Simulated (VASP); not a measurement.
Here is a VASP 6.6.1 calculation.

File INCAR:

```
ALGO     = Normal         # electronic algorithm
EDIFF    = 1E-6           # SCF threshold, eV
ENCUT    = 500            # plane-wave cutoff, eV
GGA      = PE             # functional
GGA_COMPAT= F            
ISIF     = 2              # what is computed and relaxed
ISMEAR   = 0              # smearing method
LASPH    = T              # aspherical terms in the spheres
LCHARG   = T              # write CHGCAR
LELF     = T              # ELF
LREAL    = F              # projectors in reciprocal space
LVHAR    = T            
LWAVE    = F              # write WAVECAR
NBANDS   = 8              # bands
NELM     = 120            # most SCF steps
PREC     = Accurate       # precision mode
SIGMA    = 0.1            # smearing width, eV
```

Contents of KPOINTS:

```
k-points
0
Gamma
  8 8 8
```

File POSCAR:

```
Al
1.0
   -1.5912186900      1.5912186900      1.5912186900
    1.5912186900     -1.5912186900      1.5912186900
    1.5912186900      1.5912186900     -1.5912186900
Al
1
Direct
    0.0000000000      0.0000000000      0.0000000000
```

Potentials or basis: VASP PAW PBE potentials, release 64 (Al).

Launch:

```sh
$ cat potpaw_PBE.64/Al/POTCAR > POTCAR
$ mpirun -np 1 vasp_std > vasp.out
```

Task: What does it give for the pressure?

Result: 4.2 GPa.
